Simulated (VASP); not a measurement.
A run of VASP 6.6.1 is set up as follows.

The input INCAR:

```
SYSTEM = H3CCl
  PREC = Accurate
  ENCUT = 520
  EDIFF = 1E-6
  ISMEAR = -1
  SIGMA = 0.05
  LREAL = Auto
  LASPH = .TRUE.
  NELM = 80
  ALGO = Normal
  ISIF = 2
  LWAVE = .FALSE.
  LCHARG = .TRUE.
  GGA = PE
  IVDW = 12
  LELF = .TRUE.
  LVHAR = .TRUE.
  NBANDS = 82
```

KPOINTS

```
regular mesh
0
G
  1 1 1
  0 0 0
```

POSCAR

```
H3CCl
1.0
    8.3815160000      0.0000000000      0.0000000000
    0.0000000000      8.3815160000      0.0000000000
    0.0000000000      0.0000000000      8.3815160000
C Cl H
8 8 24
Direct
    0.4291586391      0.3364904392      0.7814099502
    0.1081785204      0.0147586666      0.8997417651
    0.7331012671      0.7664961804      0.2975356725
    0.5038945222      0.8469947441      0.8125499015
    0.1088705194      0.0390979388      0.4498350895
    0.0661694137      0.4969387400      0.4810227649
    0.5192855326      0.4074203283      0.2680183394
    0.1749444850      0.6428550635      0.0095448127
    0.5534798239      0.4767037371      0.7159325354
    0.1630254002      0.0363895983      1.0924873257
    0.6216178553      0.9406293563      0.3415253279
    0.7293072041      0.8060713599      0.8410888913
    0.2625062101     -0.1273755249      0.4084225336
    0.0123247393      0.5191662224      0.6843749985
    0.4770616676      0.2466976141      0.3973147579
    0.1383043354      0.4411135169      0.0728985067
    0.4266054017      0.2352438389      0.7025340046
    0.4491788836      0.2624704170      0.8964368737
    0.3109222723      0.3871853254      0.8009171610
   -0.0098908121      0.0752489168      0.8661798176
    0.2050106449      0.0631270047      0.8223571965
    0.0955197127     -0.1237604271      0.8615267214
    0.6970457373      0.7389474649      0.1644093980
    0.8659292663      0.7976599937      0.3329827205
    0.7053855174      0.6726587410      0.3790960967
    0.4997067356      0.9211340765      0.6842318263
    0.4300773273      0.7327671987      0.8080638395
    0.4611456925      0.9321583351      0.9128778135
    0.0924653726      0.0369264940      0.5790479908
    0.1763762069      0.1277931105      0.4203416184
    0.0149495628     -0.0042951657      0.3755883780
   -0.0467337890      0.5426703236      0.4102957031
    0.1682034610      0.5599106415      0.4366751790
    0.0480819938      0.3778672021      0.4576141118
    0.4180627944      0.4244816809      0.1960981760
    0.5443406658      0.5281622084      0.3253826635
    0.6150200035      0.3624881227      0.1969094851
    0.0500267493      0.6986564244     -0.0111197067
    0.2264148872      0.7033691757      0.1188090555
    0.2375703870      0.6413040314     -0.1048616981
```

Potentials or basis: VASP PAW PBE potentials, release 64 (C, Cl, H).

Launch:

```bash
$ cat potpaw_PBE.64/C/POTCAR potpaw_PBE.64/Cl/POTCAR potpaw_PBE.64/H/POTCAR > POTCAR
$ mpirun -np 1 vasp_gam > vasp.out
```

(1) Estimate the dispersion energy per atom.

(2) What does it give for the largest force?

## Answers

(1) -0.055 eV.

(2) 6.326 eV/Å.

Caveat: the k points lie up to 0.75 Å⁻¹ apart; the atoms stand as in a frame of molecular dynamics.
